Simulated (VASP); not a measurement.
# Na4HF3 (Pmmm) in VASP: single point with PBE

Aim: the single point of Na4HF3 with PBE.

Program: VASP 6.6.1. These are calculated values, not measurements. Logs are shortened: lines on timing, memory, paths and dates and some standing lists are left out, and cuts for length are marked.

## 1. The cell of the first run

It takes space group Pmmm (No. 47, orthorhombic). Conventional cell: a = 3.347 Å, b = 4.724 Å, c = 6.688 Å, α = 90.00°, β = 90.00°, γ = 90.00°. Within 3.1 Å of Na (site symmetry mm2) lie 4 F at 2.35 to 2.36 Å and 2 H at 2.38 Å. Within 3.1 Å of Na (site symmetry mmm) lie 6 F at 2.36 Å. Within 3.1 Å of Na (site symmetry mmm) lie 2 H at 2.36 Å and 4 F at 2.37 Å. Within 3.1 Å of F (site symmetry mm2) lie 6 Na at 2.36 to 2.37 Å. Within 3.1 Å of F (site symmetry mmm) lie 6 Na at 2.35 to 2.36 Å. H (site symmetry mmm) has 6 Na at 2.36 to 2.38 Å within 3.1 Å.

## 2. Single point, PBE

File INCAR:

```
SYSTEM = Na4HF3
ALGO     = Normal         ! electronic algorithm
EDIFF    = 1E-7           ! SCF threshold, eV
ENCUT    = 520            ! plane-wave cutoff, eV
GGA      = PE             ! functional
ISIF     = 2              ! what is computed and relaxed
ISMEAR   = 0              ! smearing method
LASPH    = .TRUE.         ! aspherical terms in the spheres
LCHARG   = .TRUE.         ! write CHGCAR
LELF     = .TRUE.         ! ELF
LREAL    = .FALSE.        ! projectors in reciprocal space
LVHAR    = .TRUE.       
LWAVE    = .FALSE.        ! write WAVECAR
NBANDS   = 35             ! bands
NELM     = 80             ! most SCF steps
PREC     = Accurate       ! precision mode
SIGMA    = 0.02           ! smearing width, eV
```

File KPOINTS:

```
k-points
0
G
  8 6 4
  0 0 0
```

File POSCAR:

```
Na4HF3
1.0
    3.3474628083      0.0000000000      0.0000000000
    0.0000000000      4.7239955401      0.0000000000
    0.0000000000      0.0000000000      6.6881729003
Na F H
4 3 1
Direct
    0.0000000000      0.0000000000      0.0038363908
    0.5000000000      0.5000000000      0.2500000000
    1.0000000000      0.0000000000      0.4961636092
    0.5000000000      0.5000000000      0.7500000000
    0.0000000000      0.5000000000      0.0016926029
    0.5000000000      0.0000000000      0.2500000000
    1.0000000000      0.5000000000      0.4983073971
    0.5000000000      0.0000000000      0.7500000000
```

Potentials or basis: VASP PAW PBE potentials, release 64 (Na_pv, F, H).

Launch:

```sh
cat potpaw_PBE.64/Na_pv/POTCAR potpaw_PBE.64/F/POTCAR potpaw_PBE.64/H/POTCAR > POTCAR
mpirun -np 1 vasp_std > vasp.out
```

OUTCAR:

```text
SYSTEM = Na4HF3
   EDIFF = 1E-7
   ENCUT = 520
   GGA = PE
   ISIF = 2
   ISMEAR = 0
   LASPH = .TRUE.
   LREAL = .FALSE.
   NELM = 80
   PREC = Accurate

 ion  position               nearest neighbor table
   1  0.000  0.000  0.004-   6 2.35   6 2.35
   2  0.500  0.500  0.250-
   3  0.000  0.000  0.496-   6 2.35   6 2.35
   4  0.500  0.500  0.750-
   5  0.000  0.500  0.002-
   6  0.500  0.000  0.250-   1 2.35   3 2.35   1 2.35   3 2.35
   7  0.000  0.500  0.498-
   8  0.500  0.000  0.750-

  LATTYP: Found a simple orthorhombic cell.
 ALAT       =     3.3474628083
 B/A-ratio  =     1.4112167366
 C/A-ratio  =     1.9979827360

  Lattice vectors:

 A1 = (   3.3474628083,   0.0000000000,   0.0000000000)
 A2 = (   0.0000000000,   4.7239955401,   0.0000000000)
 A3 = (   0.0000000000,   0.0000000000,   6.6881729003)

Analysis of symmetry for initial positions (statically):
=====================================================================
 Subroutine PRICEL returns:
 Original cell was already a primitive cell.

 Routine SETGRP: Setting up the symmetry group for a
 simple orthorhombic supercell.

 Subroutine GETGRP returns: Found  8 space group operations
 (whereof  4 operations were pure point group operations)
 out of a pool of  8 trial point group operations.

The static configuration has the point symmetry C_2v.
 The point group associated with its full space group is D_2h.

Analysis of symmetry for dynamics (positions and initial velocities):
=====================================================================
 Subroutine PRICEL returns:
 Original cell was already a primitive cell.

 Routine SETGRP: Setting up the symmetry group for a
 simple orthorhombic supercell.

 Subroutine GETGRP returns: Found  8 space group operations
 (whereof  4 operations were pure point group operations)
 out of a pool of  8 trial point group operations.

The dynamic configuration has the point symmetry C_2v.
 The point group associated with its full space group is D_2h.

 Subroutine INISYM returns: Found  8 space group operations
 (whereof  4 operations are pure point group operations),
 and found     1 'primitive' translations

----------------------------------------------------------------------------------------

                                     Primitive cell

  volume of cell :     105.7627

  direct lattice vectors                    reciprocal lattice vectors
     3.347462808  0.000000000  0.000000000     0.298733715  0.000000000  0.000000000
     0.000000000  4.723995540  0.000000000     0.000000000  0.211685213  0.000000000
     0.000000000  0.000000000  6.688172900     0.000000000  0.000000000  0.149517666

  length of vectors
     3.347462808  4.723995540  6.688172900     0.298733715  0.211685213  0.149517666

  position of ions in fractional coordinates (direct lattice)
     0.000000000  0.000000000  0.003836391
     0.500000000  0.500000000  0.250000000
     0.000000000  0.000000000  0.496163609
     0.500000000  0.500000000  0.750000000
     0.000000000  0.500000000  0.001692603
     0.500000000  0.000000000  0.250000000
     0.000000000  0.500000000  0.498307397
     0.500000000  0.000000000  0.750000000

  ion indices of the primitive-cell ions
   primitive index   ion index
                 1           1
                 2           2
                 3           3
                 4           4
                 5           5
                 6           6
                 7           7
                 8           8

----------------------------------------------------------------------------------------

 KPOINTS: k-points

Automatic generation of k-mesh.
 Grid dimensions read from file:
 generate k-points for:    8    6    4

 Generating k-lattice:

  Cartesian coordinates                     Fractional coordinates (reciprocal lattice)
     0.037341714  0.000000000  0.000000000     0.125000000  0.000000000  0.000000000
     0.000000000  0.035280869  0.000000000     0.000000000  0.166666667  0.000000000
     0.000000000  0.000000000  0.037379416     0.000000000  0.000000000  0.250000000

  Length of vectors
     0.037341714  0.035280869  0.037379416

  Shift w.r.t. Gamma in fractional coordinates (k-lattice)
     0.000000000  0.000000000  0.000000000

 Subroutine IBZKPT returns following result:
 ===========================================

 Found     60 irreducible k-points:

 Following reciprocal coordinates:
            Coordinates               Weight
  0.000000  0.000000  0.000000      1.000000
  0.125000  0.000000  0.000000      2.000000
  0.250000  0.000000  0.000000      2.000000
  0.375000  0.000000  0.000000      2.000000
  0.500000  0.000000  0.000000      1.000000
  0.000000  0.166667  0.000000      2.000000
[... 16 lines left out ...]
  0.250000  0.000000  0.250000      4.000000
  0.375000  0.000000  0.250000      4.000000
 [... further k-points ...]
   k-points           NKPTS =     60   k-points in BZ     NKDIM =     60   number of bands    NBANDS=     35
   number of dos      NEDOS =    301   number of ions     NIONS =      8
   total plane-waves  NPLWV =  50400
   dimension x,y,z NGX =    28 NGY =   36 NGZ =   50
   dimension x,y,z NGXF=    56 NGYF=   72 NGZF=  100
   ions per type =               4   3   1
   NGX,Y,Z   is equivalent  to a cutoff of  13.91, 12.67, 12.43 a.u.
   NGXF,Y,Z  is equivalent  to a cutoff of  27.81, 25.34, 24.86 a.u.
 SYSTEM =  Na4HF3
   PREC   = accura    normal or accurate (medium, high low for compatibility)
   ISTART =      0    job   : 0-new  1-cont  2-samecut
   ICHARG =      2    charge: 1-file 2-atom 10-const
   ISPIN  =      1    spin polarized calculation?
   LNONCOLLINEAR =      F non collinear calculations
   LSORBIT =      F    spin-orbit coupling
   LASPH  =      T    aspherical Exc in radial PAW
   ENCUT  =  520.0 eV  38.22 Ry    6.18 a.u.   6.22  8.78 12.44*2*pi/ulx,y,z
   NELM   =     80;   NELMIN=  2; NELMDL= -5     # of ELM steps
   EDIFF  = 0.1E-06   stopping-criterion for ELM
   LREAL  =      F    real-space projection
   EDIFFG = 0.1E-05   stopping-criterion for IOM
   NSW    =      0    number of steps for IOM
   IBRION =     -1    ionic relax: 0-MD 1-quasi-New 2-CG
   NFREE  =      0    steps in history (QN), initial steepest desc. (CG)
   ISIF   =      2    stress and relaxation
   ISYM   =      2    0-nonsym 1-usesym 2-fastsym
   POTIM  = 0.5000    time-step for ionic-motion
   TEBEG  =    0.0;   TEEND  =   0.0 temperature during run
   PSTRESS=    0.0 pullay stress
   NELECT =      50.0000    total number of electrons
   NUPDOWN=      -1.0000    fix difference up-down
   EMIN   =  10.00;   EMAX   =-10.00  energy-range for DOS
   EFERMI =   0.00;   METHOD = LEGACY
   ISMEAR =     0;   SIGMA  =   0.02  broadening in eV -4-tet -1-fermi 0-gaus
   EFERMI_NEDOS =   21; number of points for ismear=-14 and -15
   IALGO  =     38    algorithm
   IMIX   =      4    mixing-type and parameters
     AMIX     =   0.40;   BMIX     =  1.00
     AMIX_MAG =   1.60;   BMIX_MAG =  1.00
  volume/ion in A,a.u.               =      13.22        89.22
  Fermi-wavevector in a.u.,A,eV,Ry     =   1.275324  2.410013 22.129219  1.626452
  Thomas-Fermi vector in A             =   2.408043
   LORBIT       =      0    0 simple, 1 ext, 2 COOP (PROOUT), +10 PAW based schemes
   GGA     = PE    functional components
   LHFCALC =     F    Hartree Fock is set to
   AEXX    =    0.0000 exact exchange contribution
   IVDW    =     0    specifies the selected vdW correction
   LEPSILON=     F    determine dielectric tensor
   LRPA    =     F    only Hartree local field effects (RPA)
 non-spin polarized calculation
 Gauss-broadening in eV      SIGMA  =   0.02
  energy-cutoff  :      520.00
  volume of cell :      105.76
 maximum number of plane-waves:      2872
 NGX is ok and might be reduce to    28
   NGX = 13   NGY = 17   NGZ = 25

 number of electron      50.0000000 magnetization

 Free energy of the ion-electron system (eV)
  ---------------------------------------------------
  ext. energy  EPLUGINS =         0.00000000
  ---------------------------------------------------
  free energy    TOTEN  =       -30.77337966 eV

  energy without entropy =      -30.77337966  energy(sigma->0) =      -30.77337966

 E-fermi :  -0.0916     XC(G=0):  -8.6489

 val. band max:       -0.2326067324   @ k =   0.5000   0.5000   0.5000
 cond. band min:       3.8605704773   @ k =   0.0000   0.0000   0.5000
 fundamental gap:      4.0931772098
 Fermi energy:        -0.0915906466

 k-point     1 :       0.0000    0.0000    0.0000
  band No.  band energies     occupation
      1     -22.3093      2.00000
      2     -22.2332      2.00000
      3     -21.9393      2.00000
      4     -21.8834      2.00000
      5     -21.8751      2.00000
      6     -21.8726      2.00000
[... 27 lines left out ...]
     34      12.3542      0.00000
     35      13.1290      0.00000

 k-point     2 :       0.1250    0.0000    0.0000
  band No.  band energies     occupation
      1     -22.2684      2.00000
      2     -22.2271      2.00000
      3     -21.9798      2.00000
      4     -21.9343      2.00000
      5     -21.8825      2.00000
      6     -21.8794      2.00000
[... 27 lines left out ...]
     34      12.5945      0.00000
     35      12.8854      0.00000

 k-point     3 :       0.2500    0.0000    0.0000
  band No.  band energies     occupation
      1     -22.2190      2.00000
      2     -22.1547      2.00000
      3     -22.1486      2.00000
      4     -21.9207      2.00000
      5     -21.9127      2.00000
      6     -21.8829      2.00000
[... 27 lines left out ...]
     34      12.7330      0.00000
     35      12.7900      0.00000
[... 723 lines left out ...]
 k-point    23 :       0.2500    0.0000    0.2500
  band No.  band energies     occupation
      1     -22.2183      2.00000
      2     -22.1455      2.00000
      3     -22.1409      2.00000
      4     -21.9174      2.00000
      5     -21.9118      2.00000
      6     -21.8913      2.00000
[... 27 lines left out ...]
     34      11.8304      0.00000
     35      12.6433      0.00000

 k-point    24 :       0.3750    0.0000    0.2500
  band No.  band energies     occupation
      1     -22.2395      2.00000
      2     -22.2113      2.00000
      3     -22.0431      2.00000
      4     -21.9302      2.00000
      5     -21.9079      2.00000
      6     -21.9004      2.00000
[... 27 lines left out ...]
     34      11.3802      0.00000
     35      12.1545      0.00000

 [... further k-points ...]

------------------------ aborting loop because EDIFF is reached ----------------------------------------

  FORCE on cell =-STRESS in cart. coord.  units (eV):
  Direction    XX          YY          ZZ          XY          YZ          ZX
  --------------------------------------------------------------------------------------
  -------------------------------------------------------------------------------------
  Total       -0.0905096     -0.0929537     -0.0921011      0.0000000      0.0000000      0.0000000
  in kB       -1.3711100     -1.4081365     -1.3952199      0.0000000      0.0000000      0.0000000
  external PRESSURE =      -1.3914888 kB  Pullay stress =       0.0000000 kB

 VOLUME and BASIS-vectors are now :
 -----------------------------------------------------------------------------
  energy-cutoff  :      520.00
  volume of cell :      105.76
      direct lattice vectors                 reciprocal lattice vectors
     3.347462808  0.000000000  0.000000000     0.298733715  0.000000000  0.000000000
     0.000000000  4.723995540  0.000000000     0.000000000  0.211685213  0.000000000
     0.000000000  0.000000000  6.688172900     0.000000000  0.000000000  0.149517666

 POSITION                                       TOTAL-FORCE (eV/Angst)
 -----------------------------------------------------------------------------------
      0.00000      0.00000      0.02566         0.000000      0.000000     -0.003446
      1.67373      2.36200      1.67204         0.000000      0.000000      0.000000
      0.00000      0.00000      3.31843         0.000000      0.000000      0.003446
      1.67373      2.36200      5.01613         0.000000      0.000000      0.000000
      0.00000      2.36200      0.01132         0.000000      0.000000      0.000163
      1.67373      0.00000      1.67204         0.000000      0.000000      0.000000
      0.00000      2.36200      3.33277         0.000000      0.000000     -0.000163
      1.67373      0.00000      5.01613         0.000000      0.000000      0.000000
 -----------------------------------------------------------------------------------
    total drift:                                0.000000      0.000000      0.000000

  FREE ENERGIE OF THE ION-ELECTRON SYSTEM (eV)
  ---------------------------------------------------
  free  energy   TOTEN  =       -30.7733796644 eV

  energy  without entropy=      -30.7733796644  energy(sigma->0) =      -30.77337966
```

Wall time 2.4 min (1 thread of Intel Xeon Platinum 8488C (Sapphire Rapids), shared host); peak memory 0.31 GiB.

What came out:

```
Free energy            : -30.7734 eV
Pressure               : -0.1 GPa
Largest force          : 0.003 eV/Å
Band gap on the k mesh : 4.09 eV (least direct gap 5.11 eV)
```

Forces in eV/Å, atoms in the order of the input:
```
Na   0.000  0.000 -0.003
Na   0.000  0.000  0.000
Na   0.000  0.000  0.003
Na   0.000  0.000  0.000
F    0.000  0.000  0.000
F    0.000  0.000  0.000
F    0.000  0.000  0.000
H    0.000  0.000  0.000
```

A k mesh can miss the band edges. PBE gaps usually lie below the measured ones, often by a third to a half.
